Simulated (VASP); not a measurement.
Input of a VASP 6.6.1 run:

Contents of INCAR:

```
PREC = Accurate ; ENCUT = 600
EDIFF = 1E-6 ; ISMEAR = 0
SIGMA = 0.15 ; LREAL = F
LASPH = T ; NELM = 120
ALGO = Normal ; ISIF = 2
LWAVE = F ; LCHARG = T
GGA = PS ; LVHAR = T
NBANDS = 70 ; ISYM = 0
GGA_COMPAT = F ; KPAR = 4
```

Contents of KPOINTS:

```
regular mesh
0
Gamma
  9 9 5
```

File POSCAR:

```
SiNi
1.0
    0.0000000000     -4.4679769961      0.0000000000
    0.0000000000      0.0000000000     -4.4679769961
    8.9359539923     -2.2339884980      2.2339884980
Si Ni
8 8
Direct
    0.0669193391      0.2401516035      0.1732322644
   -0.1830806609      0.4901516035      0.6732322644
    0.8080806609      0.6919193391      0.0767677356
    0.5580806609      0.9419193391      0.5767677356
   -0.1151516035      1.3080806609      0.9232322644
    0.1348483965      1.0580806609      0.4232322644
    0.2401516035      0.7598483965      0.8267677356
    0.4901516035      0.5098483965      0.3267677356
    0.4387618892      1.2632571334      0.8244952443
    0.6887618892      1.0132571334      0.3244952443
   -0.3137618891      0.8137618891      0.9255047557
   -0.0637618892      0.5637618892      0.4255047557
    0.6117428666      0.1862381108      0.0744952443
    0.3617428666      0.4362381108      0.5744952443
    0.2632571334      0.7367428666      0.1755047557
    0.0132571335      0.9867428666      0.6755047557
```

Potentials or basis: VASP PAW PBE potentials, release 64 (Si, Ni).

Run with:

```console
$ cat potpaw_PBE.64/Si/POTCAR potpaw_PBE.64/Ni/POTCAR > POTCAR
$ mpirun -np 4 vasp_std > vasp.out
```

**Question.** Predict the band gap on the k mesh.

**Answer.** Zero (bands 56 and 57 overlap by 0.61 eV).

**Question.** Predict the pressure.

**Answer.** 17.6 GPa.

Forces on the atoms (eV/Å):
```
Si   -0.344  -0.179  -0.084
Si   -0.001   0.066   0.082
Si   11.067  -3.888  -1.854
Si    0.165  -0.042  -0.047
Si  -11.068  -3.888   1.855
Si   -0.165  -0.042   0.046
Si    0.344  -0.179   0.083
Si    0.001   0.065  -0.081
Ni   -0.543   0.081   0.147
Ni    0.357   0.066   0.073
Ni  -12.180   3.883   2.956
Ni    0.169   0.012   0.004
Ni   12.180   3.883  -2.955
Ni   -0.169   0.013  -0.005
Ni    0.543   0.080  -0.148
Ni   -0.357   0.067  -0.072
```

Caveat: the cell differs from its parent crystal (the part above a cut slid along it); the stress differs along the axes, from 3 to 32 GPa; the PAW data sets were made with another functional, which shifts forces and pressure a little. Spin polarisation is off, so any magnetic state and its effect on volume and gap are missing.
